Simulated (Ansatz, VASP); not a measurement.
BaTiO3: VASP beside Ansatz

INCAR

```
PREC = Accurate ; ENCUT = 520
EDIFF = 1E-7 ; ISMEAR = -1
SIGMA = 0.08 ; LREAL = False
LASPH = True ; NELM = 80
ALGO = Normal ; ISIF = 2
LWAVE = False ; LCHARG = False
GGA = PS ; NBANDS = 28
```

File KPOINTS:

```
Automatic mesh
0
Gamma
  7 7 7
```

POSCAR

```
BaTiO3
1.0
    3.8798060000      0.0000000000      0.0000000000
    0.0000000000      3.8798060000      0.0000000000
    0.0000000000      0.0000000000      4.0180000000
Ba Ti O
1 1 3
Direct
    0.0000000000      0.0000000000      0.0000000000
    0.5000000000      0.5000000000      0.4820000000
    0.5000000000      0.5000000000      0.0160000000
    0.5000000000      0.0000000000      0.5150000000
    0.0000000000      0.5000000000      0.5150000000
```

Input for Ansatz:

```yaml
crystal:
  lattice:
    - [3.879806, 0.0, 0.0]
    - [0.0, 3.879806, 0.0]
    - [0.0, 0.0, 4.018]
  atoms:
    - { symbol: Ba, position: [0.0, 0.0, 0.0] }
    - { symbol: Ti, position: [0.5, 0.5, 0.482] }
    - { symbol: O, position: [0.5, 0.5, 0.016] }
    - { symbol: O, position: [0.5, 0.0, 0.515] }
    - { symbol: O, position: [0.0, 0.5, 0.515] }
kpoints:
  mp_grid: { grid: [7, 7, 7] }
  band_path:
    path:
      - [0.0, 0.0, 0.0]
      - [0.0, 0.5, 0.0]
      - [0.5, 0.5, 0.0]
      - [0.0, 0.0, 0.0]
      - [0.0, 0.0, 0.5]
      - [0.0, 0.5, 0.5]
      - [0.5, 0.5, 0.5]
      - [0.0, 0.0, 0.5]
      - [0.0, 0.5, 0.0]
    npoints: 5
scf:
  occupations: { method: fermi_dirac, width: 0.08 }
hamiltonian:
  xc: pbesol
  pseudopotentials: { kind: all_electron, lapw: { basis_error: 0.001 } }
output:
  forces: true
  stress: true
  eigenvalues: true
```

Change from the starting cell: equal xx and yy strain of -3 %.

Alike in both runs: task single point; functional PBEsol; k mesh 7 × 7 × 7; occupations fermi-dirac, width 0.08 eV; no spin polarisation.

|  | VASP | Ansatz |
| --- | --- | --- |
| version | VASP 6.6.1 | Ansatz 0.2.0 |
| potentials or method | VASP PAW PBE potentials, release 64 (Ba_sv, Ti_sv, O), cutoff 520 eV | all-electron LAPW, scalar-relativistic |

Ansatz gave:

```
pressure (GPa)                                                : 7.8
traceless stress, the component that is largest in VASP (GPa) : -3.61
rms of the force components (eV/Å)                            : 0.082
```

Problem. Estimate VASP's values.

Solution. Pressure (GPa): 10.1; traceless stress, the component that is largest in VASP (GPa): -3.70; rms of the force components (eV/Å): 0.076.

VASP's potentials were made for PBE, not for PBEsol. Atom by atom the forces differ by 0.016 eV/Å (rms over components). Ansatz ran all-electron here, and VASP with PAW potentials.

Neither program's run includes spin-orbit coupling.
